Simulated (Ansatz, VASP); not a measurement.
## One calculation of K, two programs

```
K
1.0
     4.40897    0.00000    0.00000
     0.00000    4.40897    0.00000
     0.00000    0.00000    4.40897
K
1
Direct
  0.00000 0.00000 0.00000
```

Alike in both runs: functional BLYP; k mesh 8 × 8 × 8; occupations fermi-dirac, width 0.1 eV; no spin polarisation.

Ansatz relaxed the structure, and its values are those at the end. VASP's run is a single point on that final structure, the one shown.

|  | VASP | Ansatz |
| --- | --- | --- |
| version | VASP 6.6.1 | Ansatz 0.2.0 |
| potentials or method | VASP PAW PBE potentials, release 64 (K_sv), cutoff 520 eV | plane waves (420 eV) with PAW, scalar-relativistic |
| valence electrons in the cell | 9 | 9 |

|  | VASP | Ansatz | Ansatz less VASP |
| --- | --- | --- | --- |
| pressure (GPa) | 0.0 | 0.0 | +0.01 |

VASP's potentials were made for PBE, not for BLYP.
